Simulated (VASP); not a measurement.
# FeSi (P2_13) in VASP: notebook

Runs on FeSi. Level: PBEsol. Tasks: single point.

Everything below comes from runs of VASP 6.6.1. Logs are shortened: lines on timing, memory, paths and dates and some standing lists are left out, and cuts for length are marked.

### Step 1. The cell of the first run

The structure is cubic, space group P2_13 (No. 198). The conventional cell has a = 4.380 Å, b = 4.380 Å, c = 4.380 Å, α = 90.00°, β = 90.00°, γ = 90.00°. Within 3.0 Å of Fe (site symmetry 3) lie 7 Si at 2.25 to 2.45 Å and 6 Fe at 2.69 Å. Within 3.0 Å of Si (site symmetry 3) lie 7 Fe at 2.25 to 2.45 Å and 6 Si at 2.71 Å.

### Step 2. Single point, PBEsol

Contents of INCAR:

```
PREC = Accurate ; ENCUT = 520
EDIFF = 1E-7 ; ISMEAR = 0
SIGMA = 0.01 ; LREAL = F
LASPH = T ; NELM = 100
ALGO = Normal ; ISIF = 2
LWAVE = F ; LCHARG = F
GGA = PS ; NBANDS = 34
```

Contents of KPOINTS:

```
regular mesh
0
Gamma
  8 8 8
```

Contents of POSCAR:

```
FeSi
1.0
    4.3800000000      0.0000000000      0.0000000000
    0.0000000000      4.3800000000      0.0000000000
    0.0000000000      0.0000000000      4.3800000000
Fe Si
4 4
Direct
    0.1375128168      0.1375128168      0.1375128168
    0.3624871832      0.8624871832      0.6375128168
    0.6375128168      0.3624871832      0.8624871832
    0.8624871832      0.6375128168      0.3624871832
    0.8412980845      0.8412980845      0.8412980845
    0.6587019155      0.1587019155      0.3412980845
    0.3412980845      0.6587019155      0.1587019155
    0.1587019155      0.3412980845      0.6587019155
```

Potentials or basis: VASP PAW PBE potentials, release 64 (Fe, Si).

Command:

```bash
$ cat potpaw_PBE.64/Fe/POTCAR potpaw_PBE.64/Si/POTCAR > POTCAR
$ mpirun -np 1 vasp_std > vasp.out
```

OUTCAR:

```text
PREC = Accurate
   ENCUT = 520
   EDIFF = 1E-7
   ISMEAR = 0
   LREAL = F
   LASPH = T
   NELM = 100
   ISIF = 2
   GGA = PS

 ion  position               nearest neighbor table
   1  0.138  0.138  0.138-   5 2.25   6 2.28   8 2.28   7 2.28   7 2.45   8 2.45   6 2.45   4 2.69
                             4 2.69   2 2.69   2 2.69   3 2.69   3 2.69
   2  0.362  0.862  0.638-   6 2.25   5 2.28   7 2.28   8 2.28   7 2.45   8 2.45   5 2.45   3 2.69
                             3 2.69   1 2.69   4 2.69   4 2.69   1 2.69
   3  0.638  0.362  0.862-   7 2.25   6 2.28   8 2.28   5 2.28   6 2.45   5 2.45   8 2.45   2 2.69
                             2 2.69   1 2.69   4 2.69   4 2.69   1 2.69
   4  0.862  0.638  0.362-   8 2.25   7 2.28   5 2.28   6 2.28   6 2.45   5 2.45   7 2.45   1 2.69
                             1 2.69   2 2.69   3 2.69   2 2.69   3 2.69
   5  0.841  0.841  0.841-   1 2.25   2 2.28   4 2.28   3 2.28   3 2.45   4 2.45   2 2.45   6 2.71
                             7 2.71   8 2.71   6 2.71   8 2.71   7 2.71
   6  0.659  0.159  0.341-   2 2.25   1 2.28   3 2.28   4 2.28   3 2.45   4 2.45   1 2.45   8 2.71
                             5 2.71   5 2.71   7 2.71   7 2.71   8 2.71
   7  0.341  0.659  0.159-   3 2.25   2 2.28   4 2.28   1 2.28   2 2.45   1 2.45   4 2.45   8 2.71
                             5 2.71   8 2.71   6 2.71   6 2.71   5 2.71
   8  0.159  0.341  0.659-   4 2.25   3 2.28   1 2.28   2 2.28   2 2.45   1 2.45   3 2.45   7 2.71
                             5 2.71   7 2.71   5 2.71   6 2.71   6 2.71

  LATTYP: Found a simple cubic cell.
 ALAT       =     4.3800000000

  Lattice vectors:

 A1 = (   4.3800000000,   0.0000000000,   0.0000000000)
 A2 = (   0.0000000000,   4.3800000000,   0.0000000000)
 A3 = (   0.0000000000,   0.0000000000,   4.3800000000)

Analysis of symmetry for initial positions (statically):
=====================================================================
 Subroutine PRICEL returns:
 Original cell was already a primitive cell.

 Routine SETGRP: Setting up the symmetry group for a
 simple cubic supercell.

 Subroutine GETGRP returns: Found 12 space group operations
 (whereof  3 operations were pure point group operations)
 out of a pool of 48 trial point group operations.

The static configuration has the point symmetry C_3 .
 The point group associated with its full space group is T   .

Analysis of symmetry for dynamics (positions and initial velocities):
=====================================================================
 Subroutine PRICEL returns:
 Original cell was already a primitive cell.

 Routine SETGRP: Setting up the symmetry group for a
 simple cubic supercell.

 Subroutine GETGRP returns: Found 12 space group operations
 (whereof  3 operations were pure point group operations)
 out of a pool of 48 trial point group operations.

The dynamic configuration has the point symmetry C_3 .
 The point group associated with its full space group is T   .

 Subroutine INISYM returns: Found 12 space group operations
 (whereof  3 operations are pure point group operations),
 and found     1 'primitive' translations

----------------------------------------------------------------------------------------

                                     Primitive cell

  volume of cell :      84.0277

  direct lattice vectors                    reciprocal lattice vectors
     4.380000000  0.000000000  0.000000000     0.228310502  0.000000000  0.000000000
     0.000000000  4.380000000  0.000000000     0.000000000  0.228310502  0.000000000
     0.000000000  0.000000000  4.380000000     0.000000000  0.000000000  0.228310502

  length of vectors
     4.380000000  4.380000000  4.380000000     0.228310502  0.228310502  0.228310502

  position of ions in fractional coordinates (direct lattice)
     0.137512817  0.137512817  0.137512817
     0.362487183  0.862487183  0.637512817
     0.637512817  0.362487183  0.862487183
     0.862487183  0.637512817  0.362487183
     0.841298084  0.841298084  0.841298084
     0.658701916  0.158701916  0.341298084
     0.341298084  0.658701916  0.158701916
     0.158701916  0.341298084  0.658701916

  ion indices of the primitive-cell ions
   primitive index   ion index
                 1           1
                 2           2
                 3           3
                 4           4
                 5           5
                 6           6
                 7           7
                 8           8

----------------------------------------------------------------------------------------

 KPOINTS: regular mesh

Automatic generation of k-mesh.
 Grid dimensions read from file:
 generate k-points for:    8    8    8

 Generating k-lattice:

  Cartesian coordinates                     Fractional coordinates (reciprocal lattice)
     0.028538813  0.000000000  0.000000000     0.125000000  0.000000000  0.000000000
     0.000000000  0.028538813  0.000000000     0.000000000  0.125000000  0.000000000
     0.000000000  0.000000000  0.028538813     0.000000000  0.000000000  0.125000000

  Length of vectors
     0.028538813  0.028538813  0.028538813

  Shift w.r.t. Gamma in fractional coordinates (k-lattice)
     0.000000000  0.000000000  0.000000000

 Subroutine IBZKPT returns following result:
 ===========================================

 Found     45 irreducible k-points:

 Following reciprocal coordinates:
            Coordinates               Weight
  0.000000  0.000000  0.000000      1.000000
  0.125000  0.000000  0.000000      6.000000
  0.250000  0.000000  0.000000      6.000000
  0.375000  0.000000  0.000000      6.000000
  0.500000  0.000000  0.000000      3.000000
  0.125000  0.125000  0.000000     12.000000
[... 16 lines left out ...]
  0.250000  0.125000  0.125000     24.000000
  0.375000  0.125000  0.125000     24.000000
 [... further k-points ...]
   k-points           NKPTS =     45   k-points in BZ     NKDIM =     45   number of bands    NBANDS=     34
   number of dos      NEDOS =    301   number of ions     NIONS =      8
   total plane-waves  NPLWV =  46656
   dimension x,y,z NGX =    36 NGY =   36 NGZ =   36
   dimension x,y,z NGXF=    72 NGYF=   72 NGZF=   72
   ions per type =               4   4
   NGX,Y,Z   is equivalent  to a cutoff of  13.66, 13.66, 13.66 a.u.
   NGXF,Y,Z  is equivalent  to a cutoff of  27.33, 27.33, 27.33 a.u.
 SYSTEM =  unknown system
   PREC   = accura    normal or accurate (medium, high low for compatibility)
   ISTART =      0    job   : 0-new  1-cont  2-samecut
   ICHARG =      2    charge: 1-file 2-atom 10-const
   ISPIN  =      1    spin polarized calculation?
   LNONCOLLINEAR =      F non collinear calculations
   LSORBIT =      F    spin-orbit coupling
   LASPH  =      T    aspherical Exc in radial PAW
   ENCUT  =  520.0 eV  38.22 Ry    6.18 a.u.   8.14  8.14  8.14*2*pi/ulx,y,z
   NELM   =    100;   NELMIN=  2; NELMDL= -5     # of ELM steps
   EDIFF  = 0.1E-06   stopping-criterion for ELM
   LREAL  =      F    real-space projection
   EDIFFG = 0.1E-05   stopping-criterion for IOM
   NSW    =      0    number of steps for IOM
   IBRION =     -1    ionic relax: 0-MD 1-quasi-New 2-CG
   NFREE  =      0    steps in history (QN), initial steepest desc. (CG)
   ISIF   =      2    stress and relaxation
   ISYM   =      2    0-nonsym 1-usesym 2-fastsym
   POTIM  = 0.5000    time-step for ionic-motion
   TEBEG  =    0.0;   TEEND  =   0.0 temperature during run
   PSTRESS=    0.0 pullay stress
   NELECT =      48.0000    total number of electrons
   NUPDOWN=      -1.0000    fix difference up-down
   EMIN   =  10.00;   EMAX   =-10.00  energy-range for DOS
   EFERMI =   0.00;   METHOD = LEGACY
   ISMEAR =     0;   SIGMA  =   0.01  broadening in eV -4-tet -1-fermi 0-gaus
   EFERMI_NEDOS =   21; number of points for ismear=-14 and -15
   IALGO  =     38    algorithm
   IMIX   =      4    mixing-type and parameters
     AMIX     =   0.40;   BMIX     =  1.00
     AMIX_MAG =   1.60;   BMIX_MAG =  1.00
  volume/ion in A,a.u.               =      10.50        70.88
  Fermi-wavevector in a.u.,A,eV,Ry     =   1.358359  2.566926 25.104631  1.845138
  Thomas-Fermi vector in A             =   2.485199
   LORBIT       =      0    0 simple, 1 ext, 2 COOP (PROOUT), +10 PAW based schemes
   GGA     = PS    functional components
   LHFCALC =     F    Hartree Fock is set to
   AEXX    =    0.0000 exact exchange contribution
   IVDW    =     0    specifies the selected vdW correction
   LEPSILON=     F    determine dielectric tensor
   LRPA    =     F    only Hartree local field effects (RPA)
 non-spin polarized calculation
 Gauss-broadening in eV      SIGMA  =   0.01
  energy-cutoff  :      520.00
  volume of cell :       84.03
 maximum number of plane-waves:      2301
 NGX is ok and might be reduce to    36
   NGX = 17   NGY = 17   NGZ = 17

 number of electron      47.9999985 magnetization

 Free energy of the ion-electron system (eV)
  ---------------------------------------------------
  ext. energy  EPLUGINS =         0.00000000
  ---------------------------------------------------
  free energy    TOTEN  =       -63.80081840 eV

  energy without entropy =      -63.80081840  energy(sigma->0) =      -63.80081840

 E-fermi :  10.3012     XC(G=0): -13.1310

 val. band max:       10.2310587762   @ k =   0.2500   0.1250   0.1250
 cond. band min:      10.3720794088   @ k =   0.3750   0.1250   0.1250
 fundamental gap:      0.1410206326
 Fermi energy:        10.3011944669

 k-point     1 :       0.0000    0.0000    0.0000
  band No.  band energies     occupation
      1      -3.3846      2.00000
      2       2.1359      2.00000
      3       2.1359      2.00000
      4       2.1359      2.00000
      5       4.9682      2.00000
      6       4.9682      2.00000
[... 26 lines left out ...]
     33      14.7679      0.00000
     34      14.7679      0.00000

 k-point     2 :       0.1250    0.0000    0.0000
  band No.  band energies     occupation
      1      -3.2641      2.00000
      2       1.3573      2.00000
      3       2.2045      2.00000
      4       2.7176      2.00000
      5       4.4856      2.00000
      6       5.0439      2.00000
[... 26 lines left out ...]
     33      14.8918      0.00000
     34      14.9435      0.00000

 k-point     3 :       0.2500    0.0000    0.0000
  band No.  band energies     occupation
      1      -2.9068      2.00000
      2       0.3941      2.00000
      3       2.4061      2.00000
      4       3.1952      2.00000
      5       4.1767      2.00000
      6       5.2009      2.00000
[... 26 lines left out ...]
     33      15.1318      0.00000
     34      15.1483      0.00000

 k-point     4 :       0.3750    0.0000    0.0000
  band No.  band energies     occupation
      1      -2.3263      2.00000
      2      -0.6159      2.00000
      3       2.7244      2.00000
      4       3.4223      2.00000
      5       4.1095      2.00000
      6       5.0484      2.00000
[... 26 lines left out ...]
     33      15.3449      0.00000
     34      15.4609      0.00000

 k-point     5 :       0.5000    0.0000    0.0000
  band No.  band energies     occupation
      1      -1.5481      2.00000
      2      -1.5481      2.00000
      3       3.1173      2.00000
      4       3.1173      2.00000
      5       4.5416      2.00000
      6       4.5416      2.00000
[... 621 lines left out ...]
 k-point    22 :       0.1250    0.1250    0.1250
  band No.  band energies     occupation
      1      -3.0251      2.00000
      2       1.1109      2.00000
      3       1.7718      2.00000
      4       3.0011      2.00000
      5       4.4016      2.00000
      6       5.1436      2.00000
[... 26 lines left out ...]
     33      14.6703      0.00000
     34      15.1995      0.00000

 k-point    23 :       0.2500    0.1250    0.1250
  band No.  band energies     occupation
      1      -2.6720      2.00000
      2       0.4955      2.00000
      3       1.8121      2.00000
      4       3.1379      2.00000
      5       4.1738      2.00000
      6       4.9741      2.00000
[... 26 lines left out ...]
     33      14.9105      0.00000
     34      15.1662      0.00000

 k-point    24 :       0.3750    0.1250    0.1250
  band No.  band energies     occupation
      1      -2.0994      2.00000
      2      -0.4315      2.00000
      3       2.1615      2.00000
      4       3.1327      2.00000
      5       3.9447      2.00000
      6       4.7242      2.00000
[... 26 lines left out ...]
     33      14.7242      0.00000
     34      15.4179      0.00000

 [... further k-points ...]

------------------------ aborting loop because EDIFF is reached ----------------------------------------

  FORCE on cell =-STRESS in cart. coord.  units (eV):
  Direction    XX          YY          ZZ          XY          YZ          ZX
  --------------------------------------------------------------------------------------
  -------------------------------------------------------------------------------------
  Total        2.4371494      2.4371494      2.4371494     -0.0000000      0.0000000      0.0000000
  in kB       46.4697564     46.4697564     46.4697564     -0.0000000      0.0000000      0.0000000
  external PRESSURE =      46.4697564 kB  Pullay stress =       0.0000000 kB

 VOLUME and BASIS-vectors are now :
 -----------------------------------------------------------------------------
  energy-cutoff  :      520.00
  volume of cell :       84.03
      direct lattice vectors                 reciprocal lattice vectors
     4.380000000  0.000000000  0.000000000     0.228310502  0.000000000  0.000000000
     0.000000000  4.380000000  0.000000000     0.000000000  0.228310502  0.000000000
     0.000000000  0.000000000  4.380000000     0.000000000  0.000000000  0.228310502

 POSITION                                       TOTAL-FORCE (eV/Angst)
 -----------------------------------------------------------------------------------
      0.60231      0.60231      0.60231         0.028412      0.028412      0.028412
      1.58769      3.77769      2.79231        -0.028412     -0.028412      0.028412
      2.79231      1.58769      3.77769         0.028412     -0.028412     -0.028412
      3.77769      2.79231      1.58769        -0.028412      0.028412     -0.028412
      3.68489      3.68489      3.68489         0.002833      0.002833      0.002833
      2.88511      0.69511      1.49489        -0.002833     -0.002833      0.002833
      1.49489      2.88511      0.69511         0.002833     -0.002833     -0.002833
      0.69511      1.49489      2.88511        -0.002833      0.002833     -0.002833
 -----------------------------------------------------------------------------------
    total drift:                               -0.000001     -0.000000     -0.000000

  FREE ENERGIE OF THE ION-ELECTRON SYSTEM (eV)
  ---------------------------------------------------
  free  energy   TOTEN  =       -63.8008183983 eV

  energy  without entropy=      -63.8008183983  energy(sigma->0) =      -63.80081840
```

Run time: 4.1 min. Hardware: 1 thread of Intel Xeon 8259CL, shared host; peak memory 0.26 GiB.

What came out:

- Free energy: -63.8008 eV
- Pressure: 4.6 GPa
- Largest force: 0.049 eV/Å
- Band gap on the k mesh: 0.14 eV (least direct gap 0.16 eV)

Forces in eV/Å, atoms in the order of the input:
```
Fe   0.028  0.028  0.028
Fe  -0.028 -0.028  0.028
Fe   0.028 -0.028 -0.028
Fe  -0.028  0.028 -0.028
Si   0.003  0.003  0.003
Si  -0.003 -0.003  0.003
Si   0.003 -0.003 -0.003
Si  -0.003  0.003 -0.003
```

Caveat: the cell stands under pressure; the PAW data sets were made with another functional, which shifts forces and pressure a little.

### Step 3. Single point, PBEsol

This run uses another cell than the first one, of 10.67 Å³/atom.

Contents of INCAR:

```
ALGO     = Normal         # electronic algorithm
EDIFF    = 1E-7           # SCF threshold, eV
ENCUT    = 520            # plane-wave cutoff, eV
GGA      = PS             # functional
ISIF     = 2              # what is computed and relaxed
ISMEAR   = 0              # smearing method
LASPH    = T              # aspherical terms in the spheres
LCHARG   = F              # write CHGCAR
LREAL    = F              # projectors in reciprocal space
LWAVE    = F              # write WAVECAR
NBANDS   = 34             # bands
NELM     = 60             # most SCF steps
PREC     = Accurate       # precision mode
SIGMA    = 0.01           # smearing width, eV
```

Contents of KPOINTS:

```
k-points
0
Gamma
  8 8 8
```

Contents of POSCAR:

```
FeSi
1.0
    4.4033662413      0.0000000000      0.0000000000
    0.0000000000      4.4033662413      0.0000000000
    0.0000000000      0.0000000000      4.4033662413
Fe Si
4 4
Direct
    0.1368630742      0.1368630742      0.1368630742
    0.3631369258      0.8631369258      0.6368630742
    0.6368630742      0.3631369258      0.8631369258
    0.8631369258      0.6368630742      0.3631369258
    0.8409920605      0.8409920605      0.8409920605
    0.6590079395      0.1590079395      0.3409920605
    0.3409920605      0.6590079395      0.1590079395
    0.1590079395      0.3409920605      0.6590079395
```

Potentials or basis: VASP PAW PBE potentials, release 64 (Fe, Si).

Command:

```bash
$ cat potpaw_PBE.64/Fe/POTCAR potpaw_PBE.64/Si/POTCAR > POTCAR
$ mpirun -np 1 vasp_std > vasp.out
```

It took 4 min on 1 thread of Intel Xeon 8259CL, shared host; peak memory 0.26 GiB.

Results (log left out):

* Free energy: -63.8219 eV
* Pressure: 0.6 GPa
* Largest force: 0.046 eV/Å
* Band gap on the k mesh: 0.14 eV (least direct gap 0.16 eV)

Forces in eV/Å, atoms in the order of the input:
```
Fe   0.027  0.027  0.027
Fe  -0.027 -0.027  0.027
Fe   0.027 -0.027 -0.027
Fe  -0.027  0.027 -0.027
Si   0.004  0.004  0.004
Si  -0.004 -0.004  0.004
Si   0.004 -0.004 -0.004
Si  -0.004  0.004 -0.004
```

Levels at points of the mesh, in eV from the valence-band top:
```tsv
k point	band 22	band 23	band 24	band 25	band 26	band 27
(0.00, 0.00, 0.00)	-0.29	-0.04	-0.04	0.68	0.68	0.68
(0.50, 0.00, 0.00)	-0.39	-0.01	-0.01	0.18	0.18	1.77
(0.50, 0.50, 0.00)	-1.06	-0.37	-0.37	0.65	0.65	1.35
(0.50, 0.50, 0.50)	-0.69	-0.69	-0.69	0.49	0.49	0.49
```

Caveat: the PAW data sets were made with another functional, which shifts forces and pressure a little. Spin polarisation is off, so any magnetic state and its effect on volume and gap are missing.

### Step 4. Single point, PBEsol

This run uses another cell than the first one, of 10.87 Å³/atom.

Contents of INCAR:

```
PREC = Accurate
ENCUT = 520
EDIFF = 1E-6
ISMEAR = 0
SIGMA = 0.01
LREAL = False
LASPH = True
NELM = 100
ALGO = Normal
ISIF = 2
LWAVE = False
LCHARG = False
GGA = PS
NBANDS = 34
```

Contents of KPOINTS:

```
Automatic mesh
0
Gamma
  8 8 8
```

Contents of POSCAR:

```
FeSi
1.0
    4.4300000000      0.0000000000      0.0000000000
    0.0000000000      4.4300000000      0.0000000000
    0.0000000000      0.0000000000      4.4300000000
Fe Si
4 4
Direct
    0.1360513759      0.1360513759      0.1360513759
    0.3639486241      0.8639486241      0.6360513759
    0.6360513759      0.3639486241      0.8639486241
    0.8639486241      0.6360513759      0.3639486241
    0.8406163289      0.8406163289      0.8406163289
    0.6593836711      0.1593836711      0.3406163289
    0.3406163289      0.6593836711      0.1593836711
    0.1593836711      0.3406163289      0.6593836711
```

Command:

```bash
$ cat potpaw_PBE.64/Fe/POTCAR potpaw_PBE.64/Si/POTCAR > POTCAR
$ mpirun -np 1 vasp_std > vasp.out
```

Run time: 3.5 min. Hardware: 1 thread of Intel Xeon 8259CL, shared host; peak memory 0.26 GiB.

The run converged. Its results:

```yaml
Free_energy: -63.8062 eV
Pressure: -3.5 GPa
Largest_force: 0.045 eV/Å
Band_gap_on_the_k_mesh: 0.14 eV (least direct gap 0.16 eV)
```

Forces in eV/Å, atoms in the order of the input:
```
Fe   0.026  0.026  0.026
Fe  -0.026 -0.026  0.026
Fe   0.026 -0.026 -0.026
Fe  -0.026  0.026 -0.026
Si   0.005  0.005  0.005
Si  -0.005 -0.005  0.005
Si   0.005 -0.005 -0.005
Si  -0.005  0.005 -0.005
```

Levels at points of the mesh, in eV from the valence-band top:
```tsv
k point	band 22	band 23	band 24	band 25	band 26	band 27
(0.00, 0.00, 0.00)	-0.28	-0.04	-0.04	0.66	0.66	0.66
(0.50, 0.00, 0.00)	-0.38	-0.01	-0.01	0.19	0.19	1.74
(0.50, 0.50, 0.00)	-1.03	-0.36	-0.36	0.64	0.64	1.31
(0.50, 0.50, 0.50)	-0.67	-0.67	-0.67	0.48	0.48	0.48
```

Caveat: the cell stands under tension; the PAW data sets were made with another functional, which shifts forces and pressure a little.

(Continued in part 2 of 2.)
